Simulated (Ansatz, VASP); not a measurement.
# Two plane-wave programs on CuO

```
Cu O
1.0
     2.08142   -2.08242    0.16297
     2.08142    2.08242    0.16297
    -0.40353    0.00000    5.13527
Cu O
2 2
Cartesian
  1.0407 1.0412 0.0815
  0.8389 -1.0412 2.6491
  1.9805 -0.0003 1.4468
  1.7788 0.0003 4.0144
```

Alike in both runs: task single point; functional PBE; k mesh 16 × 16 × 10; occupations gaussian, width 0.15 eV; no spin polarisation.

|  | VASP | Ansatz |
| --- | --- | --- |
| version | VASP 6.6.1 | Ansatz 0.2.0 |
| potentials or method | VASP PAW PBE potentials, release 64 (Cu, O), cutoff 520 eV | scalar-relativistic, plane waves, PAW |
| valence electrons in the cell | 34 | 50 |

Ansatz gave:

- gap on the k mesh at the Fermi level (eV): none
- pressure (GPa): 0.0
- traceless stress, the component that is largest in VASP (GPa): 0.02

Question: Estimate VASP's values.

Answer: gap on the k mesh at the Fermi level (eV): none; pressure (GPa): 0.7; traceless stress, the component that is largest in VASP (GPa): 0.29.

A gap of «none» marks a metal or a gap that the smearing closes. VASP's potentials hold 34 valence electrons a cell and Ansatz's 50, so a difference there can come from the potentials and not from the codes.
